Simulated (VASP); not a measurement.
# Ba2NaMgCl6: single point with PBE

Crystal: Ba2NaMgCl6.

```
Na Ba Mg Cl
1.0
     0.00000    4.97675    4.97675
     4.97675    0.00000    4.97675
     4.97675    4.97675    0.00000
Na Ba Mg Cl
1 2 1 6
Direct
  0.50000 0.50000 0.50000
  0.25000 0.25000 0.25000
  0.75000 0.75000 0.75000
  0.00000 0.00000 0.00000
  0.77600 0.22400 0.22400
  0.22400 0.77600 0.22400
  0.22400 0.77600 0.77600
  0.77600 0.22400 0.77600
  0.22400 0.22400 0.77600
  0.77600 0.77600 0.22400
```

```json
{
 "Program": "VASP 6.6.1",
 "Task": "single point",
 "Functional": "PBE",
 "Potentials or basis": "VASP PAW PBE potentials, release 64 (Na_pv, Ba_sv, Mg, Cl)",
 "Cutoff": "520 eV",
 "k mesh": "6 × 6 × 6",
 "Occupations": "fermi-dirac, width 0.1 eV",
 "Spin": "no spin polarisation"
}
```

```yaml
Pressure: 6.6 GPa
Largest_force: 2.776 eV/Å
```

Forces on the atoms (eV/Å):
```
Na   0.000  0.000  0.000
Ba   0.000  0.000  0.000
Ba   0.000  0.000  0.000
Mg   0.000  0.000  0.000
Cl   2.776  0.000  0.000
Cl   0.000  2.776  0.000
Cl  -2.776  0.000  0.000
Cl   0.000 -2.776  0.000
Cl   0.000  0.000  2.776
Cl   0.000  0.000 -2.776
```

Levels at points of the mesh, in eV from the Fermi level:
| k point | band 32 | band 33 | band 34 | band 35 | band 36 | band 37 | band 38 | band 39 |
| --- | --- | --- | --- | --- | --- | --- | --- | --- |
| (0.00, 0.00, 0.00) | -5.63 | -5.29 | -5.29 | -5.29 | -0.72 | -0.72 | -0.38 | 0.39 |
| (0.50, 0.00, 0.00) | -5.76 | -5.57 | -5.57 | -5.53 | 0.32 | 0.32 | 0.56 | 0.64 |
| (0.50, 0.50, 0.00) | -6.00 | -5.92 | -5.92 | -5.34 | 0.63 | 0.64 | 0.82 | 0.83 |

Run time: 4.5 min on 1 thread of Intel(R) Xeon(R) Platinum 8175M CPU @ 2.50GHz (Skylake/Cascade Lake) (shared host), peak memory 0.5 GiB.

Caveat: spin-orbit coupling is left out, which moves the levels of the heavy elements; an odd number of electrons without spin polarisation forces a metal; a magnetic or distorted state may lie lower.
